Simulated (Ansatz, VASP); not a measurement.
**Two plane-wave programs on PtS2**

File INCAR:

```
SYSTEM = PtS2
PREC = Accurate
ENCUT = 520
EDIFF = 1E-6
ISMEAR = 0
SIGMA = 0.05
LREAL = .FALSE.
LASPH = .TRUE.
NELM = 80
ALGO = Normal
ISIF = 2
LWAVE = .FALSE.
LCHARG = .FALSE.
LDIPOL = .TRUE.
IDIPOL = 3
DIPOL = 0.5 0.5 0.383
GGA = PE
IVDW = 12
NBANDS = 31
```

The input KPOINTS:

```
Automatic mesh
0
G
  9 9 1
  0 0 0
```

POSCAR

```
PtS2
1.0
    3.5415266177      0.0000000000      0.0000000000
   -1.7707633089      3.0670520191      0.0000000000
    0.0000000000      0.0000000000     22.4670701842
S Pt
4 2
Direct
    0.6666666667      0.3333333333      0.2002931385
    0.3333333333      0.6666666667      0.3108342581
    0.3333333333      1.1666666667      0.4550453178
    0.0000000000      1.5000000000      0.5655864374
    0.0000000000      0.0000000000      0.2555636983
   -0.3333333333      0.8333333333      0.5103158776
```

Input for Ansatz:

```yaml
crystal:
  lattice:
    - [3.5415266177, 0.0, 0.0]
    - [-1.7707633089, 3.0670520191, 0.0]
    - [0.0, 0.0, 22.4670701842]
  atoms:
    - { symbol: S, position: [0.6666666667, 0.3333333333, 0.2002931385] }
    - { symbol: Pt, position: [0.0, 0.0, 0.2555636983] }
    - { symbol: S, position: [0.3333333333, 0.6666666667, 0.3108342581] }
    - { symbol: S, position: [0.3333333333, 1.1666666667, 0.4550453178] }
    - { symbol: Pt, position: [-0.3333333333, 0.8333333333, 0.5103158776] }
    - { symbol: S, position: [0.0, 1.5, 0.5655864374] }
basis:
  ecutwfc: 420
kpoints:
  mp_grid: { grid: [9, 9, 1] }
hamiltonian:
  xc: pbe
  pseudopotentials: { kind: paw, azcp: { folder: soft_1 } }
  dispersion: d3bj
scf:
  occupations: { method: gaussian, width: 0.05 }
output:
  forces: true
  eigenvalues: true
efield:
  axis: 3
  dipole_correction: true
  ramp_width: 0.04
```

Alike in both runs: task single point; functional PBE; dispersion D3(BJ); k mesh 9 × 9 × 1; occupations gaussian, width 0.05 eV; no spin polarisation.

```csv
,VASP,Ansatz
version,VASP 6.6.1,Ansatz 0.2.0
potentials or method,"VASP PAW PBE potentials, release 64 (S, Pt), cutoff 520 eV","scalar-relativistic, plane waves, PAW"
valence electrons in the cell,44,60
```

VASP gave:

```
gap on the k mesh at the Fermi level (eV) : 1.35
least direct gap on the mesh (eV)         : 1.46
rms of the force components (eV/Å)        : 0.033
```

Q: Estimate Ansatz's values.

A: gap on the k mesh at the Fermi level (eV): 1.35; least direct gap on the mesh (eV): 1.45; rms of the force components (eV/Å): 0.032.

VASP's potentials hold 44 valence electrons a cell and Ansatz's 60, so a difference there can come from the potentials and not from the codes.

Spin-orbit coupling is off throughout.
